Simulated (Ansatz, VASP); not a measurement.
# LiF in VASP and in Ansatz

The input INCAR:

```
ALGO     = Normal         # electronic algorithm
EDIFF    = 1E-7           # SCF threshold, eV
ENCUT    = 520            # plane-wave cutoff, eV
GGA      = PE             # functional
ISIF     = 2              # what is computed and relaxed
ISMEAR   = -1             # smearing method
LASPH    = T              # aspherical terms in the spheres
LCHARG   = T              # write CHGCAR
LELF     = T              # ELF
LREAL    = F              # projectors in reciprocal space
LVHAR    = T            
LWAVE    = F              # write WAVECAR
NBANDS   = 12             # bands
NELM     = 100            # most SCF steps
PREC     = Accurate       # precision mode
SIGMA    = 0.05           # smearing width, eV
```

Contents of KPOINTS:

```
k-points
0
Gamma
  4 4 4
```

POSCAR

```
LiF
1.0
    0.0000000000      2.0350000000      2.0350000000
    2.0350000000      0.0000000000      2.0350000000
    2.0350000000      2.0350000000      0.0000000000
Li F
1 1
Direct
    0.0085113062      0.0085113062      0.0085113062
    0.5000000000      0.5000000000      0.5000000000
```

Input for Ansatz:

```yaml
crystal:
  lattice:
    - [0.0, 2.035, 2.035]
    - [2.035, 0.0, 2.035]
    - [2.035, 2.035, 0.0]
  atoms:
    - { symbol: Li, position: [0.0085113062, 0.0085113062, 0.0085113062] }
    - { symbol: F, position: [0.5, 0.5, 0.5] }
kpoints:
  mp_grid: { grid: [4, 4, 4] }
hamiltonian:
  xc: pbe
  pseudopotentials:
    kind: paw
    azcp:
      F: "pseudopotentials/pbe/paw/ansatz_paw_generated_hard_1/F.paw.azcp"
      Li: "pseudopotentials/pbe/paw/ansatz_paw_generated_hard_1/Li.paw.azcp"
scf:
  occupations: { method: fermi_dirac, width: 0.05 }
  convergence: { dr2_threshold: "1e-10 eV" }
output:
  forces: true
  stress: true
  eigenvalues: true
```

Alike in both runs: task single point; functional PBE; k mesh 4 × 4 × 4; occupations fermi-dirac, width 0.05 eV; no spin polarisation.

|  | VASP | Ansatz |
| --- | --- | --- |
| version | VASP 6.6.1 | Ansatz 0.2.0 development build |
| potentials or method | VASP PAW PBE potentials, release 64 (Li_sv, F) | plane waves, PAW datasets (generated hard set |
| plane-wave cutoff (eV) | 520 | 700 |
| valence electrons in the cell | 10 | 10 |

|  | VASP | Ansatz | Ansatz less VASP |
| --- | --- | --- | --- |
| gap on the k mesh at the Fermi level (eV) | 8.81 | 8.79 | -0.017 |
| least direct gap on the mesh (eV) | 8.81 | 8.79 | -0.017 |
| rms of the force components (eV/Å) | 0.048 | 0.046 | -0.0021 |

Atom by atom the forces differ by 0.002 eV/Å (rms over components). The functional is the same, so the differences come from potentials, cutoffs and numerics. Ansatz's warnings: cutoff auto derived.

The k mesh is coarse, so the values compare programs but aren't converged. Noted on VASP's run: the cutoff is short for stress, so the pressure is rough.
